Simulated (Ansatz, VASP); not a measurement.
**Two plane-wave programs on TiB**

```xyz
2
Lattice="0.0000 2.4568 2.4568 2.4568 0.0000 2.4568 2.4568 2.4568 0.0000" Properties=species:S:1:pos:R:3 pbc="T T T"
Ti    3.6852    3.6852    3.6852
B     0.0000    0.0000    0.0000
```

Alike in both runs: functional PBEsol; k mesh 14 × 14 × 14; occupations fermi-dirac, width 0.15 eV; no spin polarisation.

Ansatz relaxed the structure, and its values are those at the end. VASP's run is a single point on that final structure, the one shown.

```csv
,VASP,Ansatz
version,VASP 6.6.1,Ansatz 0.2.0
potentials or method,"VASP PAW PBE potentials, release 64 (Ti_sv, B), cutoff 520 eV","scalar-relativistic, plane waves, PAW"
valence electrons in the cell,15,15
```

|  | VASP | Ansatz | Ansatz less VASP |
| --- | --- | --- | --- |
| gap on the k mesh at the Fermi level (eV) | none | none | - |
| pressure (GPa) | 0.0 | 0.0 | 0.00 |

VASP's potentials were made for PBE, not for PBEsol. A gap of «none» marks a metal or a gap that the smearing closes.
